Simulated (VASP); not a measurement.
# Sn (Immm) in VASP: a series of runs

Aim: see how the results for Sn move with the level of theory and the settings. Levels: PBE, PBEsol, RPBE, revPBE, BLYP. Tasks: single point, relaxation of cell and atoms.

Program: VASP 6.6.1. These are calculated values, not measurements. Logs are shortened: lines on timing, memory, paths and dates and some standing lists are left out, and cuts for length are marked.

### 1 The cell of the first run

It takes space group Immm (No. 71, orthorhombic). Conventional cell: a = 3.453 Å, b = 3.551 Å, c = 4.677 Å, α = 90.00°, β = 90.00°, γ = 90.00°. Within 4.7 Å of Sn (site symmetry mmm) lie 14 Sn at 3.41 to 4.68 Å.

### 2 Single point, PBE

Contents of INCAR:

```
ALGO = Normal
EDIFF = 1E-6
ENCUT = 520
GGA = PE
ISIF = 2
ISMEAR = 0
LASPH = True
LCHARG = False
LREAL = False
LWAVE = False
NBANDS = 13
NELM = 100
PREC = Accurate
SIGMA = 0.1
```

Contents of KPOINTS:

```
k-points
0
Gamma
  11 11 11
```

Contents of POSCAR:

```
Sn
1.0
   -1.7265390000      1.7755470000      2.3383420000
    1.7265390000     -1.7755470000      2.3383420000
    1.7265390000      1.7755470000     -2.3383420000
Sn
1
Direct
    0.0000000000      0.0000000000      0.0000000000
```

Potentials or basis: VASP PAW PBE potentials, release 64 (Sn_d).

Started as:

```sh
> cat potpaw_PBE.64/Sn_d/POTCAR > POTCAR
> mpirun -np 1 vasp_std > vasp.out
```

OUTCAR:

```text
EDIFF = 1E-6
   ENCUT = 520
   GGA = PE
   ISIF = 2
   ISMEAR = 0
   LASPH = True
   LREAL = False
   NELM = 100
   PREC = Accurate

 ion  position               nearest neighbor table
   1  0.000  0.000  0.000-

  LATTYP: Found a body centered orthorhombic cell.
 ALAT       =     3.4530780000
 B/A-ratio  =     1.0283851103
 C/A-ratio  =     1.3543522620

  Lattice vectors:

 A1 = (  -1.7265390000,   1.7755470000,   2.3383420000)
 A2 = (   1.7265390000,  -1.7755470000,   2.3383420000)
 A3 = (   1.7265390000,   1.7755470000,  -2.3383420000)

Analysis of symmetry for initial positions (statically):
=====================================================================
 Subroutine PRICEL returns:
 Original cell was already a primitive cell.

 Routine SETGRP: Setting up the symmetry group for a
 body centered orthorhombic supercell.

 Subroutine GETGRP returns: Found  8 space group operations
 (whereof  8 operations were pure point group operations)
 out of a pool of  8 trial point group operations.

The static configuration has the point symmetry D_2h.

Analysis of symmetry for dynamics (positions and initial velocities):
=====================================================================
 Subroutine PRICEL returns:
 Original cell was already a primitive cell.

 Routine SETGRP: Setting up the symmetry group for a
 body centered orthorhombic supercell.

 Subroutine GETGRP returns: Found  8 space group operations
 (whereof  8 operations were pure point group operations)
 out of a pool of  8 trial point group operations.

The dynamic configuration has the point symmetry D_2h.

 Subroutine INISYM returns: Found  8 space group operations
 (whereof  8 operations are pure point group operations),
 and found     1 'primitive' translations

----------------------------------------------------------------------------------------

                                     Primitive cell

  volume of cell :      28.6732

  direct lattice vectors                    reciprocal lattice vectors
    -1.726539000  1.775547000  2.338342000     0.000000000  0.281603359  0.213826720
     1.726539000 -1.775547000  2.338342000     0.289596702  0.000000000  0.213826720
     1.726539000  1.775547000 -2.338342000     0.289596702  0.281603359  0.000000000

  length of vectors
     3.406075069  3.406075069  3.406075069     0.353584952  0.359983494  0.403938983

  position of ions in fractional coordinates (direct lattice)
     0.000000000  0.000000000  0.000000000

  ion indices of the primitive-cell ions
   primitive index   ion index
                 1           1

----------------------------------------------------------------------------------------

 KPOINTS: k-points

Automatic generation of k-mesh.
 Grid dimensions read from file:
 generate k-points for:   11   11   11

 Generating k-lattice:

  Cartesian coordinates                     Fractional coordinates (reciprocal lattice)
     0.000000000  0.025600305  0.019438793     0.090909091  0.000000000 -0.000000000
     0.026326973  0.000000000  0.019438793     0.000000000  0.090909091  0.000000000
     0.026326973  0.025600305  0.000000000    -0.000000000  0.000000000  0.090909091

  Length of vectors
     0.032144087  0.032725772  0.036721726

  Shift w.r.t. Gamma in fractional coordinates (k-lattice)
     0.000000000  0.000000000  0.000000000

 Subroutine IBZKPT returns following result:
 ===========================================

 Found    216 irreducible k-points:

 Following reciprocal coordinates:
            Coordinates               Weight
  0.000000  0.000000  0.000000      1.000000
  0.090909  0.000000  0.000000      4.000000
  0.181818 -0.000000  0.000000      4.000000
  0.272727  0.000000  0.000000      4.000000
  0.363636 -0.000000  0.000000      4.000000
  0.454545  0.000000  0.000000      4.000000
[... 16 lines left out ...]
  0.454545  0.181818  0.000000      8.000000
 -0.454545  0.181818  0.000000      8.000000
 [... further k-points ...]
   k-points           NKPTS =    216   k-points in BZ     NKDIM =    216   number of bands    NBANDS=     13
   number of dos      NEDOS =    301   number of ions     NIONS =      1
   total plane-waves  NPLWV =  21952
   dimension x,y,z NGX =    28 NGY =   28 NGZ =   28
   dimension x,y,z NGXF=    56 NGYF=   56 NGZF=   56
   ions per type =               1
   NGX,Y,Z   is equivalent  to a cutoff of  13.67, 13.67, 13.67 a.u.
   NGXF,Y,Z  is equivalent  to a cutoff of  27.33, 27.33, 27.33 a.u.
 SYSTEM =  unknown system
   PREC   = accura    normal or accurate (medium, high low for compatibility)
   ISTART =      0    job   : 0-new  1-cont  2-samecut
   ICHARG =      2    charge: 1-file 2-atom 10-const
   ISPIN  =      1    spin polarized calculation?
   LNONCOLLINEAR =      F non collinear calculations
   LSORBIT =      F    spin-orbit coupling
   LASPH  =      T    aspherical Exc in radial PAW
   ENCUT  =  520.0 eV  38.22 Ry    6.18 a.u.   6.33  6.33  6.33*2*pi/ulx,y,z
   NELM   =    100;   NELMIN=  2; NELMDL= -5     # of ELM steps
   EDIFF  = 0.1E-05   stopping-criterion for ELM
   LREAL  =      F    real-space projection
   EDIFFG = 0.1E-04   stopping-criterion for IOM
   NSW    =      0    number of steps for IOM
   IBRION =     -1    ionic relax: 0-MD 1-quasi-New 2-CG
   NFREE  =      0    steps in history (QN), initial steepest desc. (CG)
   ISIF   =      2    stress and relaxation
   ISYM   =      2    0-nonsym 1-usesym 2-fastsym
   POTIM  = 0.5000    time-step for ionic-motion
   TEBEG  =    0.0;   TEEND  =   0.0 temperature during run
   PSTRESS=    0.0 pullay stress
   NELECT =      14.0000    total number of electrons
   NUPDOWN=      -1.0000    fix difference up-down
   EMIN   =  10.00;   EMAX   =-10.00  energy-range for DOS
   EFERMI =   0.00;   METHOD = LEGACY
   ISMEAR =     0;   SIGMA  =   0.10  broadening in eV -4-tet -1-fermi 0-gaus
   EFERMI_NEDOS =   21; number of points for ismear=-14 and -15
   IALGO  =     38    algorithm
   IMIX   =      4    mixing-type and parameters
     AMIX     =   0.40;   BMIX     =  1.00
     AMIX_MAG =   1.60;   BMIX_MAG =  1.00
  volume/ion in A,a.u.               =      28.67       193.50
  Fermi-wavevector in a.u.,A,eV,Ry     =   1.289116  2.436076 22.610433  1.661820
  Thomas-Fermi vector in A             =   2.421028
   LORBIT       =      0    0 simple, 1 ext, 2 COOP (PROOUT), +10 PAW based schemes
   GGA     = PE    functional components
   LHFCALC =     F    Hartree Fock is set to
   AEXX    =    0.0000 exact exchange contribution
   IVDW    =     0    specifies the selected vdW correction
   LEPSILON=     F    determine dielectric tensor
   LRPA    =     F    only Hartree local field effects (RPA)
 non-spin polarized calculation
 Gauss-broadening in eV      SIGMA  =   0.10
  energy-cutoff  :      520.00
  volume of cell :       28.67
 maximum number of plane-waves:       788
 NGX is ok and might be reduce to    28
   NGX = 13   NGY = 13   NGZ = 13

 number of electron      13.9999998 magnetization

 Free energy of the ion-electron system (eV)
  ---------------------------------------------------
  ext. energy  EPLUGINS =         0.00000000
  ---------------------------------------------------
  free energy    TOTEN  =        -3.78725762 eV

  energy without entropy =       -3.78519756  energy(sigma->0) =       -3.78622759

 E-fermi :   7.5173     XC(G=0): -10.1143

 val. band max:        7.5006143855   @ k =   0.1818   0.1818   0.1818
 cond. band min:       7.5326482449   @ k =  -0.1818   0.3636   0.0000
 fundamental gap:      0.0320338595
 Fermi energy:         7.5172708451

 k-point     1 :       0.0000    0.0000    0.0000
  band No.  band energies     occupation
      1     -14.0502      2.00000
      2     -14.0348      2.00000
      3     -14.0164      2.00000
      4     -13.9877      2.00000
      5     -13.9517      2.00000
      6      -3.2499      2.00000
      7      14.5420      0.00000
      8      14.6870      0.00000
      9      15.0914      0.00000
     10      18.1242      0.00000
     11      18.6353      0.00000
     12      19.1446      0.00000
     13      19.3032      0.00000

 k-point     2 :       0.0909    0.0000    0.0000
  band No.  band energies     occupation
      1     -14.0464      2.00000
      2     -14.0294      2.00000
      3     -14.0151      2.00000
      4     -13.9859      2.00000
      5     -13.9526      2.00000
      6      -3.0904      2.00000
      7      12.9775      0.00000
      8      14.4893      0.00000
      9      14.7842      0.00000
     10      17.4935      0.00000
     11      19.2371      0.00000
     12      19.7077      0.00000
     13      20.7337      0.00000

 k-point     3 :       0.1818   -0.0000    0.0000
  band No.  band energies     occupation
      1     -14.0388      2.00000
      2     -14.0228      2.00000
      3     -14.0121      2.00000
      4     -13.9732      2.00000
      5     -13.9521      2.00000
      6      -2.6122      2.00000
      7      10.2676      0.00000
      8      14.1474      0.00000
      9      14.1769      0.00000
     10      17.1477      0.00000
     11      19.6384      0.00000
     12      19.6403      0.00000
     13      20.5558      0.00000
[... 305 lines left out ...]
 k-point    23 :       0.4545    0.1818    0.0000
  band No.  band energies     occupation
      1     -14.0445      2.00000
      2     -14.0055      2.00000
      3     -13.9876      2.00000
      4     -13.9368      2.00000
      5     -13.9083      2.00000
      6       1.1277      2.00000
      7       3.8077      2.00000
      8       9.3702      0.00000
      9      11.9798      0.00000
     10      15.1774      0.00000
     11      19.8623      0.00000
     12      21.1344      0.00000
     13      22.8016      0.00000

 k-point    24 :      -0.4545    0.1818    0.0000
  band No.  band energies     occupation
      1     -14.0500      2.00000
      2     -14.0108      2.00000
      3     -13.9834      2.00000
      4     -13.9452      2.00000
      5     -13.9064      2.00000
      6       0.1298      2.00000
      7       5.2453      2.00000
      8       9.9836      0.00000
      9      11.6673      0.00000
     10      14.8934      0.00000
     11      19.9231      0.00000
     12      20.9642      0.00000
     13      22.3509      0.00000

 [... further k-points ...]

------------------------ aborting loop because EDIFF is reached ----------------------------------------

  FORCE on cell =-STRESS in cart. coord.  units (eV):
  Direction    XX          YY          ZZ          XY          YZ          ZX
  --------------------------------------------------------------------------------------
  -------------------------------------------------------------------------------------
  Total       -0.0667009     -0.3800493     -0.1205611      0.0000000      0.0000000      0.0000000
  in kB       -3.7270541    -21.2360582     -6.7366083      0.0000000      0.0000000      0.0000000
  external PRESSURE =     -10.5665735 kB  Pullay stress =       0.0000000 kB

 VOLUME and BASIS-vectors are now :
 -----------------------------------------------------------------------------
  energy-cutoff  :      520.00
  volume of cell :       28.67
      direct lattice vectors                 reciprocal lattice vectors
    -1.726539000  1.775547000  2.338342000     0.000000000  0.281603359  0.213826720
     1.726539000 -1.775547000  2.338342000     0.289596702  0.000000000  0.213826720
     1.726539000  1.775547000 -2.338342000     0.289596702  0.281603359  0.000000000

 POSITION                                       TOTAL-FORCE (eV/Angst)
 -----------------------------------------------------------------------------------
      0.00000      0.00000      0.00000         0.000000      0.000000      0.000000
 -----------------------------------------------------------------------------------
    total drift:                               -0.000000     -0.000000     -0.000000

  FREE ENERGIE OF THE ION-ELECTRON SYSTEM (eV)
  ---------------------------------------------------
  free  energy   TOTEN  =        -3.7872576208 eV

  energy  without entropy=       -3.7851975585  energy(sigma->0) =       -3.78622759
```

Run time: 32 s. Hardware: 1 thread of Intel Xeon 6975P-C (Granite Rapids), shared host; peak memory 0.21 GiB.

What came out:

```yaml
Free_energy: -3.7873 eV
Pressure: -1.1 GPa
Band_gap_on_the_k_mesh: zero (bands 7 and 8 overlap by 8.80 eV)
```

Caveat: spin-orbit coupling is left out, which moves the levels of the heavy elements.

### 3 Relaxation of cell and atoms, PBEsol

Contents of INCAR:

```
PREC     = Accurate       # precision mode
ENCUT    = 600            # plane-wave cutoff, eV
EDIFF    = 1E-6           # SCF threshold, eV
ISMEAR   = -1             # smearing method
SIGMA    = 0.05           # smearing width, eV
LREAL    = F              # projectors in reciprocal space
LASPH    = T              # aspherical terms in the spheres
NELM     = 80             # most SCF steps
ALGO     = Normal         # electronic algorithm
ISIF     = 3              # what is computed and relaxed
LWAVE    = F              # write WAVECAR
LCHARG   = F              # write CHGCAR
GGA      = PS             # functional
IBRION   = 2              # ionic algorithm
NSW      = 80             # ionic steps
EDIFFG   = -0.005         # ionic threshold
```

Contents of KPOINTS:

```
Automatic mesh
0
Gamma
  11 11 11
```

POSCAR is that of step 2.

Potentials or basis: VASP PAW PBE potentials, release 64 (Sn_d).

Started as:

```sh
> cat potpaw_PBE.64/Sn_d/POTCAR > POTCAR
> mpirun -np 1 vasp_std > vasp.out
```

It took 5.9 min on 1 thread of Intel Xeon Platinum 8488C (Sapphire Rapids), shared host; peak memory 0.24 GiB.

It converged, with:

```
Free energy                           : -4.2415 eV
Relaxed volume                        : 26.58 Å³/atom
Relaxed cell                          : a = 3.329 Å, b = 3.329 Å, c = 3.329 Å, α = 118.73°, β = 118.72°, γ = 92.22°
Space group after relaxing (to 0.1 Å) : I4/mmm (No. 139)
Energy gained by relaxing             : 28.3 meV/atom
Ionic steps                           : 23
Pressure after relaxing               : 0.0 GPa
Band gap on the k mesh                : zero (bands 7 and 8 overlap by 9.78 eV)
```

The path:
```
step  energy change (eV)  largest force (eV/Å)  pressure (GPa)  volume (Å³)
   1              0.0000                0.0000           -3.60        28.67
   2             -0.0259                0.0000            1.09        26.08
   3             -0.0272                0.0000            0.13        26.51
   4             -0.0272                0.0000            0.01        26.55
   5             -0.0280                0.0000            0.01        26.57
   6             -0.0282                0.0000            0.01        26.59
   7             -0.0282                0.0000           -0.03        26.59
   8             -0.0282                0.0000           -0.05        26.59
   9             -0.0282                0.0000           -0.04        26.59
  10             -0.0282                0.0000           -0.05        26.59
  11             -0.0282                0.0000            0.00        26.56
  12             -0.0282                0.0000            0.10        26.49
  13             -0.0283                0.0000            0.10        26.54
  14             -0.0283                0.0000            0.00        26.59
  15             -0.0283                0.0000           -0.01        26.57
  16             -0.0283                0.0000           -0.01        26.55
  17             -0.0283                0.0000            0.02        26.55
  18             -0.0283                0.0000            0.09        26.54
  19             -0.0283                0.0000            0.09        26.54
  20             -0.0283                0.0000           -0.11        26.60
  21             -0.0283                0.0000            0.03        26.57
  22             -0.0283                0.0000           -0.02        26.58
  23             -0.0283                0.0000            0.01        26.58
```

Final structure:
```yaml
crystal:
  lattice:
    - [-1.69644, 1.69676, 2.30822]
    - [1.69644, -1.69676, 2.30822]
    - [1.69644, 1.69676, -2.30822]
  atoms:
    - { symbol: Sn, position: [0.00000, 0.00000, 0.00000] }
```

Levels at points of the mesh, in eV from the Fermi level:
```tsv
k point	band 4	band 5	band 6	band 7	band 8	band 9	band 10	band 11
(0.00, 0.00, 0.00)	-21.36	-21.33	-11.29	7.85	7.92	7.93	10.69	11.97
```

Caveat: the PAW data sets were made with another functional, which shifts forces and pressure a little; spin-orbit coupling is left out, which moves the levels of the heavy elements.

(Part 1 of 2 ends here.)
